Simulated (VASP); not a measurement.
Input of a VASP 6.6.1 run:

Contents of INCAR:

```
SYSTEM = Hf
ALGO = Normal
EDIFF = 1E-8
ENCUT = 400
GGA = PE
GGA_COMPAT = .False.
ISIF = 2
ISMEAR = -1
LASPH = .True.
LCHARG = .False.
LEFG = .True.
LREAL = .False.
LWAVE = .False.
NBANDS = 11
NELM = 120
PREC = Accurate
SIGMA = 0.03
```

KPOINTS

```
k-points
0
Gamma
  13 13 13
  0 0 0
```

File POSCAR:

```
Hf
1.0
    0.0000000000      2.1746811614      2.1746811614
    2.1746811614      0.0000000000      2.1746811614
    2.1746811614      2.1746811614      0.0000000000
Hf
1
Direct
    0.0000000000      0.0000000000      0.0000000000
```

Potentials or basis: VASP PAW PBE potentials, release 64 (Hf_pv).

Run with:

```bash
$ cat potpaw_PBE.64/Hf_pv/POTCAR > POTCAR
$ mpirun -np 1 vasp_std > vasp.out
```

(1) Predict the pressure.

(2) Estimate the band gap on the k mesh.

Results:

(1) 10.7 GPa.

(2) zero (bands 5 and 6 overlap by 2.03 eV).

Caveat: the cell stands under pressure; spin-orbit coupling is left out, which moves the levels of the heavy elements.
